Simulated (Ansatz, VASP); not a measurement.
One calculation of HfO2, two programs

The input INCAR:

```
PREC = Accurate
ENCUT = 520
EDIFF = 1E-6
ISMEAR = -1
SIGMA = 0.01
LREAL = False
LASPH = True
NELM = 100
ALGO = Normal
ISIF = 2
LWAVE = False
LCHARG = False
GGA = PE
NBANDS = 18
```

Contents of KPOINTS:

```
Automatic mesh
0
Gamma
  9 9 9
```

The input POSCAR:

```
HfO2
1.0
    0.0000000000      2.5403350533      2.5403350533
    2.5403350533      0.0000000000      2.5403350533
    2.5403350533      2.5403350533      0.0000000000
Hf O
1 2
Direct
    0.0000000000      0.0000000000      0.0000000000
    0.2500000000      0.2500000000      0.2500000000
    0.7500000000      0.7500000000      0.7500000000
```

Input for Ansatz:

```yaml
crystal:
  lattice:
    - [0.0, 2.5403350533, 2.5403350533]
    - [2.5403350533, 0.0, 2.5403350533]
    - [2.5403350533, 2.5403350533, 0.0]
  atoms:
    - { symbol: Hf, position: [0.0, 0.0, 0.0] }
    - { symbol: O, position: [0.25, 0.25, 0.25] }
    - { symbol: O, position: [0.75, 0.75, 0.75] }
kpoints:
  mp_grid: { grid: [9, 9, 9] }
  band_path:
    path:
      - [0.0, 0.0, 0.0]
      - [0.5, 0.0, 0.5]
      - [0.625, 0.25, 0.625]
      - [0.375, 0.375, 0.75]
      - [0.0, 0.0, 0.0]
      - [0.5, 0.5, 0.5]
      - [0.5, 0.25, 0.75]
      - [0.5, 0.0, 0.5]
    npoints: 5
scf:
  occupations: { method: fermi_dirac, width: 0.01 }
hamiltonian:
  xc: pbe
  pseudopotentials: { kind: all_electron, lapw: { basis_error: 0.001 } }
output:
  forces: true
  stress: true
  eigenvalues: true
```

Change from the starting cell: volume scaled by 0.98.

Alike in both runs: task single point; functional PBE; k mesh 9 × 9 × 9; occupations fermi-dirac, width 0.01 eV; no spin polarisation.

```csv
,VASP,Ansatz
version,VASP 6.6.1,Ansatz 0.2.0
potentials or method,"VASP PAW PBE potentials, release 64 (Hf_pv, O), cutoff 520 eV","all-electron LAPW, scalar-relativistic"
```

Ansatz gave:

* gap on the k mesh at the Fermi level (eV): 3.87
* pressure (GPa): 2.5

Q: Estimate VASP's values.

A: gap on the k mesh at the Fermi level (eV): 3.89; pressure (GPa): -1.2.

Ansatz ran all-electron here, and VASP with PAW potentials.

Neither program's run includes spin-orbit coupling.
